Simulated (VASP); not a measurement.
## FeO: single point with PBEsol-based screened hybrid with 25 % exact exchange

Crystal: FeO.

```
CELL_PARAMETERS angstrom
-1.58520 1.58520 2.01814
1.58520 -1.58520 2.01814
1.58520 1.58520 -2.01814
ATOMIC_POSITIONS crystal
Fe 0.00000 0.00000 0.00000
O 0.50000 0.50000 0.00000
```

```yaml
Program: VASP 6.6.1
Task: single point
Functional: PBEsol-based screened hybrid with 25 % exact exchange
Potentials_or_basis: VASP PAW PBE potentials, release 64 (Fe, O)
Cutoff: 520 eV
k_mesh: 6 × 6 × 6
Occupations: fermi-dirac, width 0.05 eV
Spin: collinear spin, ferromagnetic start
Starting_moments: "[3.0, 0.0] μB"
```

| Quantity | Value |
| --- | --- |
| Pressure | 0.8 GPa |
| Band gap on the k mesh | 0.84 eV (least direct gap 0.87 eV) |
| Net moment | 4.00 μB per cell |
| Site moments | Fe +3.66; O +0.23 μB |
| Valence electrons inside the program's atomic spheres | Fe 6.76; O 5.05 |

Stress tensor (GPa, compression positive):
```
0.50 0.00 0.00
0.00 0.50 0.00
0.00 0.00 1.54
```

Levels at points of the mesh, in eV from the valence-band top:
Spin up:
| k point | band 7 | band 8 | band 9 | band 10 | band 11 | band 12 |
| --- | --- | --- | --- | --- | --- | --- |
| (0.00, 0.00, 0.00) | -3.70 | -3.70 | -3.50 | 1.72 | 17.10 | 18.58 |
| (0.50, 0.00, 0.00) | -2.79 | -0.94 | -0.49 | 5.48 | 10.64 | 13.14 |
| (0.50, 0.50, 0.00) | -4.28 | -3.74 | -2.73 | 7.06 | 10.26 | 12.51 |
| (0.50, 0.50, 0.50) | -4.35 | -4.12 | -4.00 | 7.28 | 11.47 | 11.71 |
Spin down:
```
           k point  band 1  band 2  band 3  band 4  band 5  band 6  band 7  band 8  band 9  band 10
(0.00, 0.00, 0.00)  -21.58   -3.44   -2.87   -2.87   -1.03    1.71    2.47    2.47    3.85     3.99
(0.50, 0.00, 0.00)  -20.31   -8.18   -5.18   -4.68   -0.20    4.28    4.34    6.07    6.15     6.31
(0.50, 0.50, 0.00)  -20.40   -7.07   -4.69   -3.79   -0.03    0.84    3.73    4.70    4.92     8.69
(0.50, 0.50, 0.50)  -20.20   -6.88   -4.59   -4.59   -2.72    4.19    4.57    4.58    4.93     8.68
```

Wall time 34 min on 4 MPI ranks on Oxide Virtual Turin-like Processor (shared host), peak memory 0.23 GiB a rank.

Caveat: the k points lie up to 0.42 Å⁻¹ apart; the PAW data sets were made with another functional, which shifts forces and pressure a little; a cell with one magnetic atom can't hold antiferromagnetic order, which such compounds often take. A k mesh can miss the band edges.
